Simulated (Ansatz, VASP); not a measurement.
## One calculation of CuAu, two programs

The input INCAR:

```
ALGO = Normal
EDIFF = 1E-6
EDIFFG = -0.005
ENCUT = 600
GGA = PE
IBRION = 2
ISIF = 3
ISMEAR = -1
LASPH = True
LCHARG = False
LREAL = False
LWAVE = False
NELM = 60
NSW = 70
PREC = Accurate
SIGMA = 0.05
```

Contents of KPOINTS:

```
k-points
0
Gamma
  15 15 11
```

The input POSCAR:

```
CuAu
1.0
    2.8107494552      0.0000000000      0.0000000000
    0.0000000000      2.8107494552      0.0000000000
    0.0000000000      0.0000000000      3.6850000000
Cu Au
1 1
Direct
    0.5000000000      0.5000000000      0.5000000000
    0.0000000000      0.0000000000      0.0000000000
```

Input for Ansatz:

```yaml
crystal:
  lattice:
    - [2.8107494552, 0.0, 0.0]
    - [0.0, 2.8107494552, 0.0]
    - [0.0, 0.0, 3.685]
  atoms:
    - { symbol: Cu, position: [0.5, 0.5, 0.5] }
    - { symbol: Au, position: [0.0, 0.0, 0.0] }
kpoints:
  mp_grid: { grid: [15, 15, 11] }
scf:
  occupations: { method: fermi_dirac, width: 0.05 }
hamiltonian:
  xc: pbe
  pseudopotentials: { kind: paw }
output:
  forces: true
  stress: true
relax:
  f_tol: 0.005
  max_steps: 50
  cell: {}
```

Alike in both runs: task relaxation of cell and atoms; functional PBE; k mesh 15 × 15 × 11; occupations fermi-dirac, width 0.05 eV; no spin polarisation.

|  | VASP | Ansatz |
| --- | --- | --- |
| version | VASP 6.6.1 | Ansatz 0.2.0 |
| potentials or method | VASP PAW PBE potentials, release 64 (Cu, Au) | PAW with Ansatz's default frozen-core files, scalar-relativistic |
| plane-wave cutoff (eV) | 600 | 420 |
| valence electrons in the cell | 22 | 38 |

```tsv
	VASP	Ansatz	Ansatz less VASP
relaxed volume (Å³/atom)	15.01	14.99	-0.015
relaxed length of the cell vector where the two differ most in proportion (Å)	3.556	3.543	-0.0138
```

VASP's potentials hold 22 valence electrons a cell and Ansatz's 38, so a difference there can come from the potentials and not from the codes.

Neither program's run includes spin-orbit coupling.
